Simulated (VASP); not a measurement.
Set up this calculation in VASP 6.6.1, as the native input.

| Item | Value |
| --- | --- |
| Task | single point |
| Functional | PBEsol |
| Potentials or basis | VASP PAW PBE potentials, release 64 (Cd_sv_GW, F) |
| Cutoff | 700 eV |
| k mesh | 8 × 8 × 8 |
| Occupations | gaussian, width 0.05 eV |
| Spin | no spin polarisation |
| Dipole correction | no |
| Further INCAR settings | ALGO = Normal; EDIFF = 1e-06; NBANDS = 24 |

The structure of CdF2 lies in POSCAR:

```
CdF2
1.0
    0.0000000000      2.5835116028      2.6891772273
    2.5835116028      0.0000000000      2.6891772273
    2.5835116028      2.5835116028      0.0000000000
Cd F
1 2
Direct
    0.0000000000      0.0000000000      0.0000000000
    0.2500000000      0.2500000000      0.2500000000
    0.7500000000      0.7500000000      0.7500000000
```

These files were run (other wordings do the same):

INCAR

```
ALGO     = Normal         # electronic algorithm
EDIFF    = 1E-6           # SCF threshold, eV
ENCUT    = 700            # plane-wave cutoff, eV
GGA      = PS             # functional
GGA_COMPAT= False        
ISIF     = 2              # what is computed and relaxed
ISMEAR   = 0              # smearing method
LASPH    = True           # aspherical terms in the spheres
LCHARG   = False          # write CHGCAR
LREAL    = False          # projectors in reciprocal space
LWAVE    = False          # write WAVECAR
NBANDS   = 24             # bands
NELM     = 120            # most SCF steps
PREC     = Accurate       # precision mode
SIGMA    = 0.05           # smearing width, eV
```

KPOINTS

```
k-points
0
Gamma
  8 8 8
```

Potentials or basis: VASP PAW PBE potentials, release 64 (Cd_sv_GW, F).

The run is started by

```sh
$ cat potpaw_PBE.64/Cd_sv_GW/POTCAR potpaw_PBE.64/F/POTCAR > POTCAR
$ mpirun -np 1 vasp_std > vasp.out
```

It gave:

```
Pressure               : 10.6 GPa
Band gap on the k mesh : 3.17 eV (least direct gap 3.49 eV)
```

Caveat: the cell stands under pressure; the PAW data sets were made with another functional, which shifts forces and pressure a little.

Run time: 45 s on 1 thread of AMD EPYC 9R45 96-Core Processor (Zen 5) (shared host), peak memory 0.21 GiB.
